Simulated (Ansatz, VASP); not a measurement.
One calculation of Zr2NbC2, two programs

```xyz
5
Lattice="3.2811 0.0000 0.0000 -1.6405 2.8415 0.0000 0.0000 0.0000 7.8957" Properties=species:S:1:pos:R:3 pbc="T T T"
Zr    1.6405    0.9472    5.3884
Zr    0.0000    1.8943    2.5072
Nb    0.0000    0.0000    0.0000
C     1.6405    0.9472    1.2885
C     0.0000    1.8943    6.6071
```

Change from the starting cell: species swapped into the YbAl2Si2 type (P-3m1, No. 164).

Alike in both runs: functional PBE; k mesh 6 × 6 × 4; occupations gaussian, width 0.1 eV; no spin polarisation.

Ansatz relaxed the structure, and its values are those at the end. VASP's run is a single point on that final structure, the one shown.

```csv
,VASP,Ansatz
version,VASP 6.6.1,Ansatz 0.2.0
potentials or method,"VASP PAW PBE potentials, release 64 (Zr_sv, Nb_sv, C), cutoff 520 eV","scalar-relativistic, plane waves, PAW"
valence electrons in the cell,45,45
```

Ansatz gave:

* gap on the k mesh at the Fermi level (eV): none
* pressure (GPa): 0.0
* rms of the force components (eV/Å): 0.004

**Question.** Which values does VASP return?

**Answer.** gap on the k mesh at the Fermi level (eV): none; pressure (GPa): 0.0; rms of the force components (eV/Å): 0.006.

A gap of «none» marks a metal or a gap that the smearing closes. With one functional, cell and mesh, what is left measures potentials, basis and numerics.

The k mesh is coarse, so the values compare programs but aren't converged.
